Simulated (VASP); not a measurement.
# Se (Fm-3m) in VASP: a series of runs

Runs on Se. Level: PBE. Tasks: single point.

All numbers are computed with VASP 6.6.1; they aren't measurements. Logs are shortened: lines on timing, memory, paths and dates and some standing lists are left out, and cuts for length are marked.

## Step 1: The cell of the first run

It takes space group Fm-3m (No. 225, cubic). Conventional cell: a = 4.341 Å, b = 4.341 Å, c = 4.341 Å, α = 90.00°, β = 90.00°, γ = 90.00°. Se (site symmetry m-3m) has 12 Se at 3.07 Å within 4.0 Å.

This isn't the form of Se at room conditions, which is trigonal, of chains.

## Step 2: Single point, PBE

Input file INCAR:

```
SYSTEM = Se
PREC = Accurate
ENCUT = 520
EDIFF = 1E-7
ISMEAR = -1
SIGMA = 0.1
LREAL = .FALSE.
LASPH = .TRUE.
NELM = 100
ALGO = Normal
ISIF = 2
LWAVE = .FALSE.
LCHARG = .FALSE.
GGA = PE
NBANDS = 9
```

Input file KPOINTS:

```
regular mesh
0
G
  20 20 20
  0 0 0
```

Input file POSCAR:

```
Se
1.0
    0.0000000000      2.1702560838      2.1702560838
    2.1702560838      0.0000000000      2.1702560838
    2.1702560838      2.1702560838      0.0000000000
Se
1
Direct
    0.0000000000      0.0000000000      0.0000000000
```

Potentials or basis: VASP PAW PBE potentials, release 64 (Se).

Command:

```console
> cat potpaw_PBE.64/Se/POTCAR > POTCAR
> mpirun -np 1 vasp_std > vasp.out
```

OUTCAR:

```text
SYSTEM = Se
   PREC = Accurate
   ENCUT = 520
   EDIFF = 1E-7
   ISMEAR = -1
   LREAL = .FALSE.
   LASPH = .TRUE.
   NELM = 100
   ISIF = 2
   GGA = PE

 ion  position               nearest neighbor table
   1  0.000  0.000  0.000-

  LATTYP: Found a face centered cubic cell.
 ALAT       =     4.3405121676

  Lattice vectors:

 A1 = (   0.0000000000,   2.1702560838,   2.1702560838)
 A2 = (   2.1702560838,   0.0000000000,   2.1702560838)
 A3 = (   2.1702560838,   2.1702560838,   0.0000000000)

Analysis of symmetry for initial positions (statically):
=====================================================================
 Subroutine PRICEL returns:
 Original cell was already a primitive cell.

 Routine SETGRP: Setting up the symmetry group for a
 face centered cubic supercell.

 Subroutine GETGRP returns: Found 48 space group operations
 (whereof 48 operations were pure point group operations)
 out of a pool of 48 trial point group operations.

The static configuration has the point symmetry O_h .

Analysis of symmetry for dynamics (positions and initial velocities):
=====================================================================
 Subroutine PRICEL returns:
 Original cell was already a primitive cell.

 Routine SETGRP: Setting up the symmetry group for a
 face centered cubic supercell.

 Subroutine GETGRP returns: Found 48 space group operations
 (whereof 48 operations were pure point group operations)
 out of a pool of 48 trial point group operations.

The dynamic configuration has the point symmetry O_h .

 Subroutine INISYM returns: Found 48 space group operations
 (whereof 48 operations are pure point group operations),
 and found     1 'primitive' translations

----------------------------------------------------------------------------------------

                                     Primitive cell

  volume of cell :      20.4439

  direct lattice vectors                    reciprocal lattice vectors
     0.000000000  2.170256084  2.170256084    -0.230387558  0.230387558  0.230387558
     2.170256084  0.000000000  2.170256084     0.230387558 -0.230387558  0.230387558
     2.170256084  2.170256084  0.000000000     0.230387558  0.230387558 -0.230387558

  length of vectors
     3.069205588  3.069205588  3.069205588     0.399042956  0.399042956  0.399042956

  position of ions in fractional coordinates (direct lattice)
     0.000000000  0.000000000  0.000000000

  ion indices of the primitive-cell ions
   primitive index   ion index
                 1           1

----------------------------------------------------------------------------------------

 KPOINTS: regular mesh

Automatic generation of k-mesh.
 Grid dimensions read from file:
 generate k-points for:   20   20   20

 Generating k-lattice:

  Cartesian coordinates                     Fractional coordinates (reciprocal lattice)
    -0.011519378  0.011519378  0.011519378     0.050000000  0.000000000  0.000000000
     0.011519378 -0.011519378  0.011519378     0.000000000  0.050000000  0.000000000
     0.011519378  0.011519378 -0.011519378     0.000000000  0.000000000  0.050000000

  Length of vectors
     0.019952148  0.019952148  0.019952148

  Shift w.r.t. Gamma in fractional coordinates (k-lattice)
     0.000000000  0.000000000  0.000000000

 Subroutine IBZKPT returns following result:
 ===========================================

 Found    256 irreducible k-points:

 Following reciprocal coordinates:
            Coordinates               Weight
  0.000000  0.000000  0.000000      1.000000
  0.050000  0.000000  0.000000      8.000000
  0.100000  0.000000  0.000000      8.000000
  0.150000  0.000000  0.000000      8.000000
  0.200000  0.000000  0.000000      8.000000
  0.250000  0.000000  0.000000      8.000000
[... 16 lines left out ...]
 -0.400000  0.050000  0.000000     24.000000
 -0.350000  0.050000  0.000000     24.000000
 [... further k-points ...]
   k-points           NKPTS =    256   k-points in BZ     NKDIM =    256   number of bands    NBANDS=      9
   number of dos      NEDOS =    301   number of ions     NIONS =      1
   total plane-waves  NPLWV =  13824
   dimension x,y,z NGX =    24 NGY =   24 NGZ =   24
   dimension x,y,z NGXF=    48 NGYF=   48 NGZF=   48
   ions per type =               1
   NGX,Y,Z   is equivalent  to a cutoff of  13.00, 13.00, 13.00 a.u.
   NGXF,Y,Z  is equivalent  to a cutoff of  26.00, 26.00, 26.00 a.u.
 SYSTEM =  Se
   PREC   = accura    normal or accurate (medium, high low for compatibility)
   ISTART =      0    job   : 0-new  1-cont  2-samecut
   ICHARG =      2    charge: 1-file 2-atom 10-const
   ISPIN  =      1    spin polarized calculation?
   LNONCOLLINEAR =      F non collinear calculations
   LSORBIT =      F    spin-orbit coupling
   LASPH  =      T    aspherical Exc in radial PAW
   ENCUT  =  520.0 eV  38.22 Ry    6.18 a.u.   5.71  5.71  5.71*2*pi/ulx,y,z
   NELM   =    100;   NELMIN=  2; NELMDL= -5     # of ELM steps
   EDIFF  = 0.1E-06   stopping-criterion for ELM
   LREAL  =      F    real-space projection
   EDIFFG = 0.1E-05   stopping-criterion for IOM
   NSW    =      0    number of steps for IOM
   IBRION =     -1    ionic relax: 0-MD 1-quasi-New 2-CG
   NFREE  =      0    steps in history (QN), initial steepest desc. (CG)
   ISIF   =      2    stress and relaxation
   ISYM   =      2    0-nonsym 1-usesym 2-fastsym
   POTIM  = 0.5000    time-step for ionic-motion
   TEBEG  =    0.0;   TEEND  =   0.0 temperature during run
   PSTRESS=    0.0 pullay stress
   NELECT =       6.0000    total number of electrons
   NUPDOWN=      -1.0000    fix difference up-down
   EMIN   =  10.00;   EMAX   =-10.00  energy-range for DOS
   EFERMI =   0.00;   METHOD = LEGACY
   ISMEAR =    -1;   SIGMA  =   0.10  broadening in eV -4-tet -1-fermi 0-gaus
   EFERMI_NEDOS =   21; number of points for ismear=-14 and -15
   IALGO  =     38    algorithm
   IMIX   =      4    mixing-type and parameters
     AMIX     =   0.40;   BMIX     =  1.00
     AMIX_MAG =   1.60;   BMIX_MAG =  1.00
  volume/ion in A,a.u.               =      20.44       137.96
  Fermi-wavevector in a.u.,A,eV,Ry     =   1.087938  2.055905 16.103988  1.183610
  Thomas-Fermi vector in A             =   2.224109
   LORBIT       =      0    0 simple, 1 ext, 2 COOP (PROOUT), +10 PAW based schemes
   GGA     = PE    functional components
   LHFCALC =     F    Hartree Fock is set to
   AEXX    =    0.0000 exact exchange contribution
   IVDW    =     0    specifies the selected vdW correction
   LEPSILON=     F    determine dielectric tensor
   LRPA    =     F    only Hartree local field effects (RPA)
 non-spin polarized calculation
  energy-cutoff  :      520.00
  volume of cell :       20.44
 maximum number of plane-waves:       568
   NGX = 11   NGY = 11   NGZ = 11

 number of electron       6.0000001 magnetization

 Free energy of the ion-electron system (eV)
  ---------------------------------------------------
  ext. energy  EPLUGINS =         0.00000000
  ---------------------------------------------------
  free energy    TOTEN  =        -2.79009497 eV

  energy without entropy =       -2.75972926  energy(sigma->0) =       -2.77491212

 E-fermi :   5.3475     XC(G=0): -10.5806

 val. band max:        5.3394126078   @ k =  -0.3500   0.3500   0.0500
 cond. band min:       5.3611259762   @ k =  -0.4500   0.3000   0.1500
 fundamental gap:      0.0217133684
 Fermi energy:         5.3474681232

 k-point     1 :       0.0000    0.0000    0.0000
  band No.  band energies     occupation
      1     -10.6457      2.00000
      2       8.3488      0.00000
      3       8.3488      0.00000
      4       8.3488      0.00000
      5      16.3716      0.00000
      6      17.3685      0.00000
      7      17.3685      0.00000
      8      17.3685      0.00000
      9      20.8411      0.00000

 k-point     2 :       0.0500    0.0000    0.0000
  band No.  band energies     occupation
      1     -10.5964      2.00000
      2       7.9839      0.00000
      3       8.3075      0.00000
      4       8.3075      0.00000
      5      16.5498      0.00000
      6      17.2009      0.00000
      7      17.4652      0.00000
      8      17.4652      0.00000
      9      21.3550      0.00000

 k-point     3 :       0.1000    0.0000    0.0000
  band No.  band energies     occupation
      1     -10.4493      2.00000
      2       7.0439      0.00000
      3       8.1922      0.00000
      4       8.1922      0.00000
      5      16.2679      0.00000
      6      17.6701      0.00000
      7      17.7202      0.00000
      8      17.7202      0.00000
      9      21.8821      0.00000

 k-point     4 :       0.1500    0.0000    0.0000
  band No.  band energies     occupation
      1     -10.2073      2.00000
      2       5.7967      0.02215
      3       8.0247      0.00000
      4       8.0247      0.00000
      5      15.6898      0.00000
      6      18.0058      0.00000
      7      18.0058      0.00000
      8      18.6702      0.00000
      9      21.3170      0.00000
[... 205 lines left out ...]
 k-point    22 :      -0.4500    0.0500    0.0000
  band No.  band energies     occupation
      1      -7.5134      2.00000
      2      -1.1398      2.00000
      3       6.7523      0.00000
      4       7.0889      0.00000
      5      14.1051      0.00000
      6      16.1455      0.00000
      7      16.6233      0.00000
      8      20.1381      0.00000
      9      25.8181      0.00000

 k-point    23 :      -0.4000    0.0500    0.0000
  band No.  band energies     occupation
      1      -7.8210      2.00000
      2      -0.6032      2.00000
      3       6.7440      0.00000
      4       7.2125      0.00000
      5      14.1861      0.00000
      6      16.3608      0.00000
      7      16.6980      0.00000
      8      20.3002      0.00000
      9      24.9631      0.00000

 k-point    24 :      -0.3500    0.0500    0.0000
  band No.  band energies     occupation
      1      -8.2788      2.00000
      2       0.2751      2.00000
      3       6.7912      0.00000
      4       7.3739      0.00000
      5      14.3327      0.00000
      6      16.7002      0.00000
      7      16.8997      0.00000
      8      20.5502      0.00000
      9      23.5651      0.00000

 [... further k-points ...]

------------------------ aborting loop because EDIFF is reached ----------------------------------------

  FORCE on cell =-STRESS in cart. coord.  units (eV):
  Direction    XX          YY          ZZ          XY          YZ          ZX
  --------------------------------------------------------------------------------------
  -------------------------------------------------------------------------------------
  Total       -0.0166714     -0.0166714     -0.0166714     -0.0000000      0.0000000     -0.0000000
  in kB       -1.3065299     -1.3065299     -1.3065299     -0.0000000      0.0000000     -0.0000000
  external PRESSURE =      -1.3065299 kB  Pullay stress =       0.0000000 kB

 VOLUME and BASIS-vectors are now :
 -----------------------------------------------------------------------------
  energy-cutoff  :      520.00
  volume of cell :       20.44
      direct lattice vectors                 reciprocal lattice vectors
     0.000000000  2.170256084  2.170256084    -0.230387558  0.230387558  0.230387558
     2.170256084  0.000000000  2.170256084     0.230387558 -0.230387558  0.230387558
     2.170256084  2.170256084  0.000000000     0.230387558  0.230387558 -0.230387558

 POSITION                                       TOTAL-FORCE (eV/Angst)
 -----------------------------------------------------------------------------------
      0.00000      0.00000      0.00000         0.000000      0.000000      0.000000
 -----------------------------------------------------------------------------------
    total drift:                                0.000000     -0.000000      0.000000

  FREE ENERGIE OF THE ION-ELECTRON SYSTEM (eV)
  ---------------------------------------------------
  free  energy   TOTEN  =        -2.7900949735 eV

  energy  without entropy=       -2.7597292617  energy(sigma->0) =       -2.77491212
```

Run time: 32 s. Hardware: 1 thread of Intel Xeon 8259CL, shared host; peak memory 0.17 GiB.

Results:

- Free energy: -2.7901 eV
- Pressure: -0.1 GPa
- Band gap on the k mesh: zero (bands 3 and 4 overlap by 5.21 eV)

Levels at points of the mesh, in eV from the Fermi level:
```csv
k point,band 1,band 2,band 3,band 4,band 5,band 6,band 7,band 8
"(0.00, 0.00, 0.00)",-15.99,3.00,3.00,3.00,11.02,12.02,12.02,12.02
"(0.50, 0.00, 0.00)",-12.83,-6.64,1.76,1.76,8.46,11.13,11.13,14.13
"(0.50, 0.50, 0.00)",-11.61,-5.79,-0.79,-0.79,4.99,5.95,22.63,23.29
```

## Step 3: Single point, PBE (21.26 Å³/atom)

This run uses another cell than the first one, of 21.26 Å³/atom.

Input file INCAR:

```
PREC = Accurate
ENCUT = 520
EDIFF = 1E-6
ISMEAR = -1
SIGMA = 0.1
LREAL = F
LASPH = T
NELM = 100
ALGO = Normal
ISIF = 2
LWAVE = F
LCHARG = T
GGA = PE
LELF = T
LVHAR = T
NBANDS = 9
```

Input file KPOINTS:

```
Automatic mesh
0
Gamma
  20 20 20
```

Input file POSCAR:

```
Se
1.0
    0.0000000000      2.1988153600      2.1988153600
    2.1988153600      0.0000000000      2.1988153600
    2.1988153600      2.1988153600      0.0000000000
Se
1
Direct
    0.0000000000      0.0000000000      0.0000000000
```

Potentials or basis: VASP PAW PBE potentials, release 64 (Se).

Command:

```console
> cat potpaw_PBE.64/Se/POTCAR > POTCAR
> mpirun -np 1 vasp_std > vasp.out
```

OUTCAR:

```text
PREC = Accurate
   ENCUT = 520
   EDIFF = 1E-6
   ISMEAR = -1
   LREAL = F
   LASPH = T
   NELM = 100
   ISIF = 2
   GGA = PE

 ion  position               nearest neighbor table
   1  0.000  0.000  0.000-

  LATTYP: Found a face centered cubic cell.
 ALAT       =     4.3976307200

  Lattice vectors:

 A1 = (   0.0000000000,   2.1988153600,   2.1988153600)
 A2 = (   2.1988153600,   0.0000000000,   2.1988153600)
 A3 = (   2.1988153600,   2.1988153600,   0.0000000000)

[... 464 lines left out ...]
      9      22.9526      0.00000

 [... further k-points ...]

------------------------ aborting loop because EDIFF is reached ----------------------------------------

  FORCE on cell =-STRESS in cart. coord.  units (eV):
  Direction    XX          YY          ZZ          XY          YZ          ZX
  --------------------------------------------------------------------------------------
  -------------------------------------------------------------------------------------
  Total       -0.3437505     -0.3437505     -0.3437505      0.0000000      0.0000000      0.0000000
  in kB      -25.9034486    -25.9034486    -25.9034486      0.0000000      0.0000000      0.0000000
  external PRESSURE =     -25.9034486 kB  Pullay stress =       0.0000000 kB

 VOLUME and BASIS-vectors are now :
 -----------------------------------------------------------------------------
  energy-cutoff  :      520.00
  volume of cell :       21.26
      direct lattice vectors                 reciprocal lattice vectors
     0.000000000  2.198815360  2.198815360    -0.227395173  0.227395173  0.227395173
     2.198815360  0.000000000  2.198815360     0.227395173 -0.227395173  0.227395173
     2.198815360  2.198815360  0.000000000     0.227395173  0.227395173 -0.227395173

 POSITION                                       TOTAL-FORCE (eV/Angst)
 -----------------------------------------------------------------------------------
      0.00000      0.00000      0.00000         0.000000      0.000000     -0.000000
 -----------------------------------------------------------------------------------
    total drift:                                0.000000     -0.000000     -0.000000

  FREE ENERGIE OF THE ION-ELECTRON SYSTEM (eV)
  ---------------------------------------------------
  free  energy   TOTEN  =        -2.7829668900 eV

  energy  without entropy=       -2.7507022805  energy(sigma->0) =       -2.76683459
```

Run time: 32 s. Hardware: 1 thread of Intel Xeon 8259CL, shared host; peak memory 0.17 GiB.

What came out:

| Item | Value |
| --- | --- |
| Free energy | -2.7830 eV |
| Pressure | -2.6 GPa |
| Band gap on the k mesh | zero (bands 3 and 4 overlap by 4.86 eV) |

## Step 4: Single point, PBE (22.08 Å³/atom)

This run uses another cell than the first one, of 22.08 Å³/atom.

Input file INCAR:

```
SYSTEM = Se
ALGO = Normal
EDIFF = 1E-6
ENCUT = 520
GGA = PE
ISIF = 2
ISMEAR = -1
LASPH = .TRUE.
LCHARG = .TRUE.
LELF = .TRUE.
LREAL = .FALSE.
LVHAR = .TRUE.
LWAVE = .FALSE.
NBANDS = 9
NELM = 100
PREC = Accurate
SIGMA = 0.1
```

Input file KPOINTS:

```
k-points
0
G
  20 20 20
  0 0 0
```

Input file POSCAR:

```
Se
1.0
    0.0000000000      2.2266514208      2.2266514208
    2.2266514208      0.0000000000      2.2266514208
    2.2266514208      2.2266514208      0.0000000000
Se
1
Direct
    0.0000000000      0.0000000000      0.0000000000
```

Command:

```console
> cat potpaw_PBE.64/Se/POTCAR > POTCAR
> mpirun -np 1 vasp_std > vasp.out
```

It took 28 s on 1 thread of Intel Xeon 8259CL, shared host; peak memory 0.17 GiB.

It converged, with:

```
Free energy            : -2.7648 eV
Pressure               : -4.5 GPa
Band gap on the k mesh : zero (bands 3 and 4 overlap by 4.55 eV)
```

Levels at points of the mesh, in eV from the Fermi level:
| k point | band 1 | band 2 | band 3 | band 4 | band 5 | band 6 | band 7 | band 8 |
| --- | --- | --- | --- | --- | --- | --- | --- | --- |
| (0.00, 0.00, 0.00) | -15.35 | 2.63 | 2.63 | 2.63 | 10.10 | 11.89 | 11.89 | 11.89 |
| (0.50, 0.00, 0.00) | -12.60 | -6.03 | 1.53 | 1.53 | 8.21 | 11.06 | 11.06 | 13.98 |
| (0.50, 0.50, 0.00) | -11.57 | -5.26 | -0.72 | -0.72 | 5.16 | 6.17 | 21.81 | 21.94 |

Caveat: the cell stands under tension.

## Step 5: Single point, PBE (22.90 Å³/atom)

This run uses another cell than the first one, of 22.90 Å³/atom.

Input file INCAR:

```
PREC     = Accurate       # precision mode
ENCUT    = 520            # plane-wave cutoff, eV
EDIFF    = 1E-6           # SCF threshold, eV
ISMEAR   = -1             # smearing method
SIGMA    = 0.1            # smearing width, eV
LREAL    = F              # projectors in reciprocal space
LASPH    = T              # aspherical terms in the spheres
NELM     = 100            # most SCF steps
ALGO     = Normal         # electronic algorithm
ISIF     = 2              # what is computed and relaxed
LWAVE    = F              # write WAVECAR
LCHARG   = F              # write CHGCAR
GGA      = PE             # functional
NBANDS   = 9              # bands
```

Input file KPOINTS:

```
regular mesh
0
Gamma
  20 20 20
```

Input file POSCAR:

```
Se
1.0
    0.0000000000      2.2538083829      2.2538083829
    2.2538083829      0.0000000000      2.2538083829
    2.2538083829      2.2538083829      0.0000000000
Se
1
Direct
    0.0000000000      0.0000000000      0.0000000000
```

Command:

```console
> cat potpaw_PBE.64/Se/POTCAR > POTCAR
> mpirun -np 1 vasp_std > vasp.out
```

Wall time 31 s (1 thread of Intel Xeon 8259CL, shared host); peak memory 0.17 GiB.

The run converged. Its results:

| Item | Value |
| --- | --- |
| Free energy | -2.7378 eV |
| Pressure | -6.0 GPa |
| Band gap on the k mesh | zero (bands 3 and 4 overlap by 4.27 eV) |

Levels at points of the mesh, in eV from the Fermi level:
| k point | band 1 | band 2 | band 3 | band 4 | band 5 | band 6 | band 7 | band 8 |
| --- | --- | --- | --- | --- | --- | --- | --- | --- |
| (0.00, 0.00, 0.00) | -15.07 | 2.47 | 2.47 | 2.47 | 9.70 | 11.83 | 11.83 | 11.83 |
| (0.50, 0.00, 0.00) | -12.50 | -5.76 | 1.44 | 1.44 | 8.10 | 11.02 | 11.02 | 13.90 |
| (0.50, 0.50, 0.00) | -11.55 | -5.02 | -0.69 | -0.69 | 5.24 | 6.27 | 21.32 | 21.43 |

Caveat: the cell stands under tension.

## Step 6: Overview

```tsv
cell	gap on the mesh (eV)	pressure (GPa)
a = 3.069 Å, angles 60.0°, 1 atom	none	-0.1
a = 3.110 Å, angles 60.0°, 1 atom	none	-2.6
a = 3.149 Å, angles 60.0°, 1 atom	none	-4.5
a = 3.187 Å, angles 60.0°, 1 atom	none	-6.0
```

Alike in all rows: task single point; level PBE; potentials or basis VASP PAW PBE potentials, release 64 (Se); no spin polarisation; k mesh 20 × 20 × 20; cutoff (eV) 520; smearing fermi-dirac 0.1 eV.

Caveats: the cell stands under tension (at least some runs).

Total energies depend on the potentials used, so only differences within one code and one set of settings carry meaning.
